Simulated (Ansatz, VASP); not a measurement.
TePb in VASP and in Ansatz

```xyz
2
Lattice="4.0023 0.0000 0.0000 0.0000 4.0023 0.0000 0.0000 0.0000 4.0023" Properties=species:S:1:pos:R:3 pbc="T T T"
Pb    0.0000    0.0000    0.0000
Te    2.0011    2.0011    2.0011
```

Alike in both runs: task single point; functional PBE; k mesh 7 × 7 × 7; occupations gaussian, width 0.015 eV; no spin polarisation.

|  | VASP | Ansatz |
| --- | --- | --- |
| version | VASP 6.6.1 | Ansatz 0.2.0 |
| potentials or method | VASP PAW PBE potentials, release 64 (Pb_d, Te), cutoff 520 eV | all-electron LAPW, scalar-relativistic |

|  | VASP | Ansatz | Ansatz less VASP |
| --- | --- | --- | --- |
| gap on the k mesh at the Fermi level (eV) | none | none | - |
| pressure (GPa) | 0.0 | 0.1 | +0.07 |

A gap of «none» marks a metal or a gap that the smearing closes. Ansatz ran all-electron here, and VASP with PAW potentials.

Spin-orbit coupling is off throughout.
